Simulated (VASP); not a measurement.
# AlRu (P4mm) in VASP: notebook, part 2 of 2

VASP 6.6.1.

### Step 4. Single point, PBEsol (all Al atoms moved +0.037 Å, as atom 1 along Cartesian [0 1 0])

Contents of INCAR:

```
PREC = Accurate
ENCUT = 520
EDIFF = 1E-6
ISMEAR = 0
SIGMA = 0.15
LREAL = False
LASPH = True
NELM = 80
ALGO = Fast
ISIF = 2
LWAVE = False
LCHARG = False
GGA = PS
NBANDS = 16
```

Contents of KPOINTS:

```
Automatic mesh
0
Gamma
  16 16 16
```

Contents of POSCAR:

```
AlRu
1.0
    2.9916000000      0.0000000000      0.0000000000
    0.0000000000      2.9916000000      0.0000000000
    0.0000000000      0.0000000000      2.9916000000
Al Ru
1 1
Direct
    0.0000000000      0.0125350983      0.0000000000
    0.5000000000      0.5000000000      0.5000000000
```

Potentials or basis: VASP PAW PBE potentials, release 64 (Al, Ru_pv).

Launch:

```
$ cat potpaw_PBE.64/Al/POTCAR potpaw_PBE.64/Ru_pv/POTCAR > POTCAR
$ mpirun -np 1 vasp_std > vasp.out
```

OUTCAR:

```text
PREC = Accurate
   ENCUT = 520
   EDIFF = 1E-6
   ISMEAR = 0
   LREAL = False
   LASPH = True
   NELM = 80
   ISIF = 2
   GGA = PS

 ion  position               nearest neighbor table
   1  0.000  0.013  0.000-   2 2.57   2 2.57   2 2.57   2 2.57   2 2.61   2 2.61   2 2.61   2 2.61

   2  0.500  0.500  0.500-   1 2.57   1 2.57   1 2.57   1 2.57   1 2.61   1 2.61   1 2.61   1 2.61

  LATTYP: Found a simple cubic cell.
 ALAT       =     2.9916000000

  Lattice vectors:

 A1 = (   2.9916000000,   0.0000000000,   0.0000000000)
 A2 = (   0.0000000000,   2.9916000000,   0.0000000000)
 A3 = (   0.0000000000,   0.0000000000,   2.9916000000)

Analysis of symmetry for initial positions (statically):
=====================================================================
 Subroutine PRICEL returns:
 Original cell was already a primitive cell.

 Routine SETGRP: Setting up the symmetry group for a
 simple cubic supercell.

 Subroutine GETGRP returns: Found  8 space group operations
 (whereof  8 operations were pure point group operations)
 out of a pool of 48 trial point group operations.

The static configuration has the point symmetry C_4v.

Analysis of symmetry for dynamics (positions and initial velocities):
=====================================================================
 Subroutine PRICEL returns:
 Original cell was already a primitive cell.

 Routine SETGRP: Setting up the symmetry group for a
 simple cubic supercell.

 Subroutine GETGRP returns: Found  8 space group operations
 (whereof  8 operations were pure point group operations)
 out of a pool of 48 trial point group operations.

The dynamic configuration has the point symmetry C_4v.

 Subroutine INISYM returns: Found  8 space group operations
 (whereof  8 operations are pure point group operations),
 and found     1 'primitive' translations

----------------------------------------------------------------------------------------

                                     Primitive cell

  volume of cell :      26.7738

  direct lattice vectors                    reciprocal lattice vectors
     2.991600000  0.000000000  0.000000000     0.334269287  0.000000000  0.000000000
     0.000000000  2.991600000  0.000000000     0.000000000  0.334269287  0.000000000
     0.000000000  0.000000000  2.991600000     0.000000000  0.000000000  0.334269287

  length of vectors
     2.991600000  2.991600000  2.991600000     0.334269287  0.334269287  0.334269287

  position of ions in fractional coordinates (direct lattice)
     0.000000000  0.012535098  0.000000000
     0.500000000  0.500000000  0.500000000

  ion indices of the primitive-cell ions
   primitive index   ion index
                 1           1
                 2           2

----------------------------------------------------------------------------------------

 KPOINTS: Automatic mesh

Automatic generation of k-mesh.
 Grid dimensions read from file:
 generate k-points for:   16   16   16

 Generating k-lattice:

  Cartesian coordinates                     Fractional coordinates (reciprocal lattice)
     0.020891830  0.000000000  0.000000000     0.062500000  0.000000000  0.000000000
     0.000000000  0.020891830  0.000000000     0.000000000  0.062500000  0.000000000
     0.000000000  0.000000000  0.020891830     0.000000000  0.000000000  0.062500000

  Length of vectors
     0.020891830  0.020891830  0.020891830

  Shift w.r.t. Gamma in fractional coordinates (k-lattice)
     0.000000000  0.000000000  0.000000000

 Subroutine IBZKPT returns following result:
 ===========================================

 Found    405 irreducible k-points:

 Following reciprocal coordinates:
            Coordinates               Weight
  0.000000  0.000000  0.000000      1.000000
  0.062500  0.000000  0.000000      4.000000
  0.000000  0.062500  0.000000      2.000000
  0.125000  0.000000  0.000000      4.000000
  0.000000  0.125000  0.000000      2.000000
  0.187500  0.000000  0.000000      4.000000
[... 16 lines left out ...]
  0.187500  0.062500  0.000000      8.000000
  0.000000  0.187500  0.062500      8.000000
 [... further k-points ...]
   k-points           NKPTS =    405   k-points in BZ     NKDIM =    405   number of bands    NBANDS=     16
   number of dos      NEDOS =    301   number of ions     NIONS =      2
   total plane-waves  NPLWV =  13824
   dimension x,y,z NGX =    24 NGY =   24 NGZ =   24
   dimension x,y,z NGXF=    48 NGYF=   48 NGZF=   48
   ions per type =               1   1
   NGX,Y,Z   is equivalent  to a cutoff of  13.34, 13.34, 13.34 a.u.
   NGXF,Y,Z  is equivalent  to a cutoff of  26.67, 26.67, 26.67 a.u.
 SYSTEM =  unknown system
   PREC   = accura    normal or accurate (medium, high low for compatibility)
   ISTART =      0    job   : 0-new  1-cont  2-samecut
   ICHARG =      2    charge: 1-file 2-atom 10-const
   ISPIN  =      1    spin polarized calculation?
   LNONCOLLINEAR =      F non collinear calculations
   LSORBIT =      F    spin-orbit coupling
   LASPH  =      T    aspherical Exc in radial PAW
   ENCUT  =  520.0 eV  38.22 Ry    6.18 a.u.   5.56  5.56  5.56*2*pi/ulx,y,z
   NELM   =     80;   NELMIN=  2; NELMDL= -5     # of ELM steps
   EDIFF  = 0.1E-05   stopping-criterion for ELM
   LREAL  =      F    real-space projection
   EDIFFG = 0.1E-04   stopping-criterion for IOM
   NSW    =      0    number of steps for IOM
   IBRION =     -1    ionic relax: 0-MD 1-quasi-New 2-CG
   NFREE  =      0    steps in history (QN), initial steepest desc. (CG)
   ISIF   =      2    stress and relaxation
   ISYM   =      2    0-nonsym 1-usesym 2-fastsym
   POTIM  = 0.5000    time-step for ionic-motion
   TEBEG  =    0.0;   TEEND  =   0.0 temperature during run
   PSTRESS=    0.0 pullay stress
   NELECT =      17.0000    total number of electrons
   NUPDOWN=      -1.0000    fix difference up-down
   EMIN   =  10.00;   EMAX   =-10.00  energy-range for DOS
   EFERMI =   0.00;   METHOD = LEGACY
   ISMEAR =     0;   SIGMA  =   0.15  broadening in eV -4-tet -1-fermi 0-gaus
   EFERMI_NEDOS =   21; number of points for ismear=-14 and -15
   IALGO  =     68    algorithm
   IMIX   =      4    mixing-type and parameters
     AMIX     =   0.40;   BMIX     =  1.00
     AMIX_MAG =   1.60;   BMIX_MAG =  1.00
  volume/ion in A,a.u.               =      13.39        90.34
  Fermi-wavevector in a.u.,A,eV,Ry     =   1.407087  2.659009 26.938090  1.979894
  Thomas-Fermi vector in A             =   2.529382
   LORBIT       =      0    0 simple, 1 ext, 2 COOP (PROOUT), +10 PAW based schemes
   GGA     = PS    functional components
   LHFCALC =     F    Hartree Fock is set to
   AEXX    =    0.0000 exact exchange contribution
   IVDW    =     0    specifies the selected vdW correction
   LEPSILON=     F    determine dielectric tensor
   LRPA    =     F    only Hartree local field effects (RPA)
 non-spin polarized calculation
 RMM-DIIS sequential band-by-band and
 Gauss-broadening in eV      SIGMA  =   0.15
  energy-cutoff  :      520.00
  volume of cell :       26.77
 maximum number of plane-waves:       739
 NGX is ok and might be reduce to    24
   NGX = 11   NGY = 11   NGZ = 11

 number of electron      16.9999995 magnetization

 Free energy of the ion-electron system (eV)
  ---------------------------------------------------
  ext. energy  EPLUGINS =         0.00000000
  ---------------------------------------------------
  free energy    TOTEN  =       -15.51780793 eV

  energy without entropy =      -15.49872180  energy(sigma->0) =      -15.50826486

 E-fermi :  10.6143     XC(G=0): -12.6865

 val. band max:       10.6101164434   @ k =   0.1250   0.0000   0.2500
 cond. band min:      10.6181896166   @ k =   0.0625   0.3750   0.1250
 fundamental gap:      0.0080731732
 Fermi energy:        10.6142513907

 k-point     1 :       0.0000    0.0000    0.0000
  band No.  band energies     occupation
      1     -31.1128      2.00000
      2     -31.1128      2.00000
      3     -31.1125      2.00000
      4       0.9137      2.00000
      5       7.0034      2.00000
      6       7.0046      2.00000
[... 8 lines left out ...]
     15      22.6015      0.00000
     16      25.6637      0.00000
[... 419 lines left out ...]
 k-point    24 :       0.0000    0.1875    0.0625
  band No.  band energies     occupation
      1     -31.1774      2.00000
      2     -31.1153      2.00000
      3     -31.1066      2.00000
      4       1.6469      2.00000
      5       7.1811      2.00000
      6       7.2537      2.00000
[... 8 lines left out ...]
     15      23.2036      0.00000
     16      27.7841      0.00000

 [... further k-points ...]
[... 5 lines left out ...]
  --------------------------------------------------------------------------------------
  -------------------------------------------------------------------------------------
  Total       -0.5242809     -0.5426062     -0.5242809      0.0000000      0.0000000     -0.0000000
  in kB      -31.3735769    -32.4701875    -31.3735769      0.0000000      0.0000000     -0.0000000
  external PRESSURE =     -31.7391138 kB  Pullay stress =       0.0000000 kB

 VOLUME and BASIS-vectors are now :
 -----------------------------------------------------------------------------
  energy-cutoff  :      520.00
  volume of cell :       26.77
      direct lattice vectors                 reciprocal lattice vectors
     2.991600000  0.000000000  0.000000000     0.334269287  0.000000000  0.000000000
     0.000000000  2.991600000  0.000000000     0.000000000  0.334269287  0.000000000
     0.000000000  0.000000000  2.991600000     0.000000000  0.000000000  0.334269287

 POSITION                                       TOTAL-FORCE (eV/Angst)
 -----------------------------------------------------------------------------------
      0.00000      0.03750      0.00000        -0.000000     -0.287767      0.000000
      1.49580      1.49580      1.49580         0.000000      0.287767     -0.000000
 -----------------------------------------------------------------------------------
    total drift:                                0.000000     -0.000437      0.000000

  FREE ENERGIE OF THE ION-ELECTRON SYSTEM (eV)
  ---------------------------------------------------
  free  energy   TOTEN  =       -15.5178079269 eV

  energy  without entropy=      -15.4987217988  energy(sigma->0) =      -15.50826486
```

stdout:

```text
POSCAR found type information on POSCAR AlRu
 POSCAR found :  2 types and       2 ions
 scaLAPACK will be used
 -----------------------------------------------------------------------------
|                                                                             |
|                                                                             |
|     You enforced a specific xc type in the INCAR file but a different       |
|     I HOPE YOU KNOW WHAT YOU ARE DOING!                                     |
|                                                                             |
 -----------------------------------------------------------------------------

 LDA part: xc-table for (Slater+PW92), standard interpolation
 POSCAR, INCAR and KPOINTS ok, starting setup
 FFT: planning ... GRIDC
 FFT: planning ... GRID_SOFT
 FFT: planning ... GRID
 WAVECAR not read
 entering main loop
```

Wall time 3.5 min (1 thread of Intel Xeon 8259CL, shared host); peak memory 0.28 GiB.

Results:

```yaml
Free_energy: -15.5178 eV
Pressure: -3.2 GPa
Largest_force: 0.288 eV/Å
Band_gap_on_the_k_mesh: zero (an odd number of electrons rules out a gap without spin polarisation)
```

Forces in eV/Å, atoms in the order of the input:
```
Al   0.000 -0.288  0.000
Ru   0.000  0.288  0.000
```

Stress tensor (GPa, compression positive):
```
-3.14  0.00  0.00
 0.00 -3.25  0.00
 0.00  0.00 -3.14
```

Levels at points of the mesh, in eV from the Fermi level:
| k point | band 6 | band 7 | band 8 | band 9 | band 10 | band 11 | band 12 | band 13 |
| --- | --- | --- | --- | --- | --- | --- | --- | --- |
| (0.00, 0.00, 0.00) | -3.61 | 0.17 | 0.17 | 0.17 | 6.06 | 6.06 | 6.06 | 10.98 |
| (0.50, 0.00, 0.00) | -2.81 | -1.62 | -1.61 | 0.43 | 2.26 | 7.43 | 10.99 | 10.99 |
| (0.00, 0.50, 0.00) | -2.81 | -1.61 | -1.61 | 0.43 | 2.27 | 7.44 | 10.98 | 10.98 |
| (0.50, 0.50, 0.00) | -1.38 | -1.38 | -1.18 | -1.18 | 1.51 | 5.26 | 6.26 | 10.59 |
| (0.50, 0.00, 0.50) | -1.41 | -1.41 | -1.15 | -1.15 | 1.51 | 5.26 | 6.26 | 10.60 |
| (0.50, 0.50, 0.50) | -4.65 | 1.60 | 1.60 | 2.58 | 4.08 | 4.08 | 4.08 | 8.56 |

Caveat: the cell differs from its parent crystal (all Al atoms moved +0.037 Å, as atom 1 along Cartesian [0 1 0]); the cell stands under tension; the PAW data sets were made with another functional, which shifts forces and pressure a little.

### Step 5. Single point, PBEsol (all Al atoms moved +0.013 Å, as atom 1 along Cartesian [0 1 0])

INCAR is that of step 4.

Contents of KPOINTS:

```
regular mesh
0
Gamma
  16 16 16
```

POSCAR: that of step 4 with these lines changed.

```diff
@@ -8,3 +8,3 @@
 Direct
-    0.0000000000      0.0125350983      0.0000000000
+    0.0000000000      0.0041783661      0.0000000000
     0.5000000000      0.5000000000      0.5000000000
```

Launch:

```
$ cat potpaw_PBE.64/Al/POTCAR potpaw_PBE.64/Ru_pv/POTCAR > POTCAR
$ mpirun -np 1 vasp_std > vasp.out
```

Run time: 2.9 min. Hardware: 1 thread of Intel Xeon 8259CL, shared host; peak memory 0.28 GiB.

It converged, with:

```
Free energy            : -15.5226 eV
Pressure               : -3.2 GPa
Largest force          : 0.096 eV/Å
Band gap on the k mesh : zero (an odd number of electrons rules out a gap without spin polarisation)
```

Forces in eV/Å, atoms in the order of the input:
```
Al   0.000 -0.096  0.000
Ru   0.000  0.096  0.000
```

Levels at points of the mesh, in eV from the Fermi level:
```csv
k point,band 6,band 7,band 8,band 9,band 10,band 11,band 12,band 13
"(0.00, 0.00, 0.00)",-3.61,0.17,0.17,0.17,6.05,6.05,6.05,10.98
"(0.50, 0.00, 0.00)",-2.81,-1.62,-1.61,0.43,2.26,7.43,10.98,10.98
"(0.00, 0.50, 0.00)",-2.81,-1.62,-1.62,0.43,2.27,7.43,10.98,10.98
"(0.50, 0.50, 0.00)",-1.38,-1.38,-1.18,-1.18,1.51,5.26,6.26,10.58
"(0.50, 0.00, 0.50)",-1.39,-1.39,-1.18,-1.18,1.51,5.26,6.26,10.58
"(0.50, 0.50, 0.50)",-4.65,1.60,1.60,2.59,4.08,4.08,4.08,8.56
```

Caveat: the cell differs from its parent crystal (all Al atoms moved +0.013 Å, as atom 1 along Cartesian [0 1 0]); the cell stands under tension; the PAW data sets were made with another functional, which shifts forces and pressure a little.

### Step 6. Overview

```tsv
cell	gap on the mesh (eV)	pressure (GPa)	largest force (eV/Å)
as given, atomic positions A	none	-2.6	0.67
as given, atomic positions B	none	-2.9	0.48
as given, atomic positions C	none	-3.2	0.29
as given, atomic positions D	none	-3.2	0.10
```

Alike in all rows: task single point; level PBEsol; potentials or basis VASP PAW PBE potentials, release 64 (Al, Ru_pv); no spin polarisation; k mesh 16 × 16 × 16; cutoff (eV) 520; smearing gaussian 0.15 eV.

Caveats: the PAW data sets were made with another functional, which shifts forces and pressure a little; the cell stands under tension (at least some runs).

Absolute energies hang on the potentials; compare differences alone.
